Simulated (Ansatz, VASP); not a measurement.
# Two plane-wave programs on ScInCu4

```
Sc In Cu
1.0
     0.00000    3.44312    3.44312
     3.44312    0.00000    3.44312
     3.44312    3.44312    0.00000
Sc In Cu
1 1 4
Direct
  0.00000 0.00000 0.00000
  0.25000 0.25000 0.25000
  0.12467 0.62511 0.62511
  0.62511 0.62511 0.62511
  0.62511 0.62511 0.12467
  0.62511 0.12467 0.62511
```

Alike in both runs: functional LDA; k mesh 8 × 8 × 8; occupations fermi-dirac, width 0.05 eV; no spin polarisation.

Ansatz relaxed the structure, and its values are those at the end. VASP's run is a single point on that final structure, the one shown.

|  | VASP | Ansatz |
| --- | --- | --- |
| version | VASP 6.6.1 | Ansatz 0.2.0 |
| potentials or method | VASP PAW LDA potentials, release 64 (Sc_sv, In_d, Cu) | PAW with Ansatz's default frozen-core files, scalar-relativistic |
| plane-wave cutoff (eV) | 520 | 420 |
| valence electrons in the cell | 68 | 100 |

|  | VASP | Ansatz | Ansatz less VASP |
| --- | --- | --- | --- |
| pressure (GPa) | 0.7 | 0.0 | -0.71 |

LDA's correlation is that of Perdew and Zunger in VASP and of Perdew and Wang (1992) in Ansatz. VASP's potentials hold 68 valence electrons a cell and Ansatz's 100, so a difference there can come from the potentials and not from the codes.
